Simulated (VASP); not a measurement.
A run of VASP 6.6.1:

Contents of POSCAR:

```
Al3Cu
1.0
    2.7685127763      0.0000000000      0.0000000000
    0.0000000000      2.7685127763      0.0000000000
    0.0000000000      0.0000000000      7.6677817444
Al Cu
3 1
Direct
    0.0000000000      0.0000000000      0.5000000000
    0.5000000000      0.5000000000      0.2235679419
    0.5000000000      0.5000000000      0.7764320581
    0.0000000000      0.0000000000      0.0000000000
```

Contents of INCAR.step1:

```
SYSTEM = Al3Cu
PREC = Accurate
ENCUT = 520
ISMEAR = 0
SIGMA = 0.1
LREAL = .FALSE.
LASPH = .TRUE.
NELM = 60
NBANDS = 18
GGA = PE
ALGO = Normal
EDIFF = 1E-4
LWAVE = .TRUE.
LCHARG = .FALSE.
```

Contents of INCAR.step2:

```
SYSTEM = Al3Cu
PREC = Accurate
ENCUT = 520
EDIFF = 1E-7
ISMEAR = 0
SIGMA = 0.1
LREAL = .FALSE.
LASPH = .TRUE.
NELM = 60
ALGO = Normal
ISIF = 2
LWAVE = .FALSE.
LCHARG = .FALSE.
METAGGA = R2SCAN
LMIXTAU = .TRUE.
NBANDS = 18
ISTART = 1
```

KPOINTS

```
Automatic mesh
0
G
  18 18 8
  0 0 0
```

Potentials or basis: VASP PAW PBE potentials, release 64 (Al, Cu).

The run is started by

```sh
$ cat potpaw_PBE.64/Al/POTCAR potpaw_PBE.64/Cu/POTCAR > POTCAR
$ cp INCAR.step1 INCAR
$ mpirun -np 1 vasp_std > vasp.out
$ cp INCAR.step2 INCAR
$ mpirun -np 1 vasp_std > vasp.out
```

Hardware: 1 thread of Intel(R) Xeon(R) 6975P-C (Granite Rapids) (shared host).

**Question.** How long does it take, and how much memory?

**Answer.** Wall time 9 min on 1 thread of Intel(R) Xeon(R) 6975P-C (Granite Rapids) (shared host), peak memory 0.39 GiB. Counts: k points 275.
